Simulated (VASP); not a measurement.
# Mg (Fm-3m) in VASP: notebook

The runs below take Mg through single point, with PBE.

All numbers are computed with VASP 6.6.1; they aren't measurements. Logs are shortened: lines on timing, memory, paths and dates and some standing lists are left out, and cuts for length are marked.

## 1. The cell of the first run

Symmetry: Fm-3m, No. 225, cubic system. The conventional cell has a = 4.724 Å, b = 4.724 Å, c = 4.724 Å, α = 90.00°, β = 90.00°, γ = 90.00°. Mg (site symmetry m-3m) has 12 Mg at 3.34 Å within 4.4 Å.

This isn't the form of Mg at room conditions, which is hcp.

## 2. Single point, PBE

INCAR reads:

```
PREC     = Accurate       # precision mode
ENCUT    = 600            # plane-wave cutoff, eV
EDIFF    = 1E-6           # SCF threshold, eV
ISMEAR   = 0              # smearing method
SIGMA    = 0.1            # smearing width, eV
LREAL    = F              # projectors in reciprocal space
LASPH    = T              # aspherical terms in the spheres
NELM     = 120            # most SCF steps
ALGO     = Normal         # electronic algorithm
ISIF     = 2              # what is computed and relaxed
LWAVE    = F              # write WAVECAR
LCHARG   = F              # write CHGCAR
GGA      = PE             # functional
NBANDS   = 7              # bands
GGA_COMPAT= F
```

KPOINTS reads:

```
regular mesh
0
Gamma
  6 6 6
```

POSCAR reads:

```
Mg
1.0
    0.0000000000      2.3620884568      2.3620884568
    2.3620884568      0.0000000000      2.3620884568
    2.3620884568      2.3620884568      0.0000000000
Mg
1
Direct
    0.0000000000      0.0000000000      0.0000000000
```

Potentials or basis: VASP PAW PBE potentials, release 64 (Mg).

Run with:

```console
$ cat potpaw_PBE.64/Mg/POTCAR > POTCAR
$ mpirun -np 1 vasp_std > vasp.out
```

OUTCAR:

```text
PREC = Accurate
   ENCUT = 600
   EDIFF = 1E-6
   ISMEAR = 0
   LREAL = F
   LASPH = T
   NELM = 120
   ISIF = 2
   GGA = PE

 ion  position               nearest neighbor table
   1  0.000  0.000  0.000-

  LATTYP: Found a face centered cubic cell.
 ALAT       =     4.7241769136

  Lattice vectors:

 A1 = (   0.0000000000,   2.3620884568,   2.3620884568)
 A2 = (   2.3620884568,   0.0000000000,   2.3620884568)
 A3 = (   2.3620884568,   2.3620884568,   0.0000000000)

Analysis of symmetry for initial positions (statically):
=====================================================================
 Subroutine PRICEL returns:
 Original cell was already a primitive cell.

 Routine SETGRP: Setting up the symmetry group for a
 face centered cubic supercell.

 Subroutine GETGRP returns: Found 48 space group operations
 (whereof 48 operations were pure point group operations)
 out of a pool of 48 trial point group operations.

The static configuration has the point symmetry O_h .

Analysis of symmetry for dynamics (positions and initial velocities):
=====================================================================
 Subroutine PRICEL returns:
 Original cell was already a primitive cell.

 Routine SETGRP: Setting up the symmetry group for a
 face centered cubic supercell.

 Subroutine GETGRP returns: Found 48 space group operations
 (whereof 48 operations were pure point group operations)
 out of a pool of 48 trial point group operations.

The dynamic configuration has the point symmetry O_h .

 Subroutine INISYM returns: Found 48 space group operations
 (whereof 48 operations are pure point group operations),
 and found     1 'primitive' translations

----------------------------------------------------------------------------------------

                                     Primitive cell

  volume of cell :      26.3584

  direct lattice vectors                    reciprocal lattice vectors
     0.000000000  2.362088457  2.362088457    -0.211677085  0.211677085  0.211677085
     2.362088457  0.000000000  2.362088457     0.211677085 -0.211677085  0.211677085
     2.362088457  2.362088457  0.000000000     0.211677085  0.211677085 -0.211677085

  length of vectors
     3.340497531  3.340497531  3.340497531     0.366635467  0.366635467  0.366635467

[... 67 lines left out ...]
   ENCUT  =  600.0 eV  44.10 Ry    6.64 a.u.   6.67  6.67  6.67*2*pi/ulx,y,z
   NELM   =    120;   NELMIN=  2; NELMDL= -5     # of ELM steps
   EDIFF  = 0.1E-05   stopping-criterion for ELM
   LREAL  =      F    real-space projection
   EDIFFG = 0.1E-04   stopping-criterion for IOM
   NSW    =      0    number of steps for IOM
   IBRION =     -1    ionic relax: 0-MD 1-quasi-New 2-CG
   NFREE  =      0    steps in history (QN), initial steepest desc. (CG)
   ISIF   =      2    stress and relaxation
   ISYM   =      2    0-nonsym 1-usesym 2-fastsym
   POTIM  = 0.5000    time-step for ionic-motion
   TEBEG  =    0.0;   TEEND  =   0.0 temperature during run
   PSTRESS=    0.0 pullay stress
   NELECT =       2.0000    total number of electrons
   NUPDOWN=      -1.0000    fix difference up-down
   EMIN   =  10.00;   EMAX   =-10.00  energy-range for DOS
   EFERMI =   0.00;   METHOD = LEGACY
   ISMEAR =     0;   SIGMA  =   0.10  broadening in eV -4-tet -1-fermi 0-gaus
   EFERMI_NEDOS =   21; number of points for ismear=-14 and -15
   IALGO  =     38    algorithm
   IMIX   =      4    mixing-type and parameters
     AMIX     =   0.40;   BMIX     =  1.00
     AMIX_MAG =   1.60;   BMIX_MAG =  1.00
  volume/ion in A,a.u.               =      26.36       177.88
  Fermi-wavevector in a.u.,A,eV,Ry     =   0.693073  1.309717  6.535552  0.480350
  Thomas-Fermi vector in A             =   1.775183
   LORBIT       =      0    0 simple, 1 ext, 2 COOP (PROOUT), +10 PAW based schemes
   GGA     = PE    functional components
   LHFCALC =     F    Hartree Fock is set to
   AEXX    =    0.0000 exact exchange contribution
   IVDW    =     0    specifies the selected vdW correction
   LEPSILON=     F    determine dielectric tensor
   LRPA    =     F    only Hartree local field effects (RPA)
 non-spin polarized calculation
 Gauss-broadening in eV      SIGMA  =   0.10
  energy-cutoff  :      600.00
  volume of cell :       26.36
 maximum number of plane-waves:       899
   NGX = 13   NGY = 13   NGZ = 13

 number of electron       2.0000000 magnetization

 Free energy of the ion-electron system (eV)
  ---------------------------------------------------
  ext. energy  EPLUGINS =         0.00000000
  ---------------------------------------------------
  free energy    TOTEN  =        -1.37653309 eV

  energy without entropy =       -1.36952612  energy(sigma->0) =       -1.37302961

 E-fermi :   2.0456     XC(G=0):  -8.0784

 val. band max:        1.8490893058   @ k =  -0.3333   0.3333   0.1667
 cond. band min:       2.0845150781   @ k =  -0.3333   0.3333   0.1667
 fundamental gap:      0.2354257722
 Fermi energy:         2.0456349167

 k-point     1 :       0.0000    0.0000    0.0000
  band No.  band energies     occupation
      1      -4.4089      2.00000
      2      13.4704      0.00000
      3      13.4704      0.00000
      4      13.4704      0.00000
      5      14.7079      0.00000
      6      14.7079      0.00000
      7      14.7079      0.00000
[... 141 lines left out ...]
 k-point    16 :      -0.3333    0.5000    0.1667
  band No.  band energies     occupation
      1       2.4613      0.00000
      2       3.3382      0.00000
      3       4.5252      0.00000
      4       5.6608      0.00000
      5      12.8552      0.00000
      6      14.2349      0.00000
      7      19.0101      0.00000

------------------------ aborting loop because EDIFF is reached ----------------------------------------

  FORCE on cell =-STRESS in cart. coord.  units (eV):
  Direction    XX          YY          ZZ          XY          YZ          ZX
  --------------------------------------------------------------------------------------
  -------------------------------------------------------------------------------------
  Total       -0.6529203     -0.6529203     -0.6529203      0.0000000     -0.0000000     -0.0000000
  in kB      -39.6873643    -39.6873643    -39.6873643      0.0000000     -0.0000000     -0.0000000
  external PRESSURE =     -39.6873643 kB  Pullay stress =       0.0000000 kB

 VOLUME and BASIS-vectors are now :
 -----------------------------------------------------------------------------
  energy-cutoff  :      600.00
  volume of cell :       26.36
      direct lattice vectors                 reciprocal lattice vectors
     0.000000000  2.362088457  2.362088457    -0.211677085  0.211677085  0.211677085
     2.362088457  0.000000000  2.362088457     0.211677085 -0.211677085  0.211677085
     2.362088457  2.362088457  0.000000000     0.211677085  0.211677085 -0.211677085

 POSITION                                       TOTAL-FORCE (eV/Angst)
 -----------------------------------------------------------------------------------
      0.00000      0.00000      0.00000        -0.000000     -0.000000     -0.000000
 -----------------------------------------------------------------------------------
    total drift:                                0.000000     -0.000000     -0.000000

  FREE ENERGIE OF THE ION-ELECTRON SYSTEM (eV)
  ---------------------------------------------------
  free  energy   TOTEN  =        -1.3765330883 eV

  energy  without entropy=       -1.3695261244  energy(sigma->0) =       -1.37302961
```

stdout:

```text
POSCAR found type information on POSCAR Mg
 POSCAR found :  1 types and       1 ions
 scaLAPACK will be used
 LDA part: xc-table for (Slater+PW92), standard interpolation
 POSCAR, INCAR and KPOINTS ok, starting setup
 FFT: planning ... GRIDC
 FFT: planning ... GRID_SOFT
 FFT: planning ... GRID
 WAVECAR not read
 entering main loop
```

Run time: 4.5 s. Hardware: 1 thread of Intel Xeon Platinum 8259CL at 2.50GHz (Skylake/Cascade Lake), shared host; peak memory 0.15 GiB.

What came out:

```yaml
Free_energy: -1.3765 eV
Pressure: -4.0 GPa
Band_gap_on_the_k_mesh: zero (bands 1 and 2 overlap by 1.82 eV)
```

Caveat: the k points lie up to 0.38 Å⁻¹ apart, too coarse for converged energies and pressures of a metal.

## 3. Single point, PBE

This run uses another cell than the first one, of 23.15 Å³/atom.

INCAR reads:

```
ALGO     = Normal         # electronic algorithm
EDIFF    = 1E-6           # SCF threshold, eV
ENCUT    = 600            # plane-wave cutoff, eV
GGA      = PE             # functional
GGA_COMPAT= F            
ISIF     = 2              # what is computed and relaxed
ISMEAR   = 0              # smearing method
LASPH    = T              # aspherical terms in the spheres
LCHARG   = F              # write CHGCAR
LREAL    = F              # projectors in reciprocal space
LWAVE    = F              # write WAVECAR
NBANDS   = 7              # bands
NELM     = 120            # most SCF steps
PREC     = Accurate       # precision mode
SIGMA    = 0.1            # smearing width, eV
```

KPOINTS reads:

```
k-points
0
Gamma
  16 16 16
```

POSCAR reads:

```
Mg
1.0
    0.0000000000      2.2619243612      2.2619243612
    2.2619243612      0.0000000000      2.2619243612
    2.2619243612      2.2619243612      0.0000000000
Mg
1
Direct
    0.0000000000      0.0000000000      0.0000000000
```

Potentials or basis: VASP PAW PBE potentials, release 64 (Mg).

Run with:

```console
$ cat potpaw_PBE.64/Mg/POTCAR > POTCAR
$ mpirun -np 1 vasp_std > vasp.out
```

It took 21 s on 1 thread of Intel Xeon Platinum 8259CL at 2.50GHz (Skylake/Cascade Lake), shared host; peak memory 0.17 GiB.

The run converged. Its results:

```yaml
Free_energy: -1.4930 eV
Pressure: -0.2 GPa
Band_gap_on_the_k_mesh: zero (bands 1 and 2 overlap by 2.73 eV)
```

Levels at points of the mesh, in eV from the Fermi level:
```csv
k point,band 1,band 2,band 3,band 4
"(0.00, 0.00, 0.00)",-6.88,12.32,12.32,12.32
"(0.50, 0.00, 0.00)",-1.68,-1.28,11.23,11.23
"(0.50, 0.50, 0.00)",-0.21,0.80,6.09,6.91
```
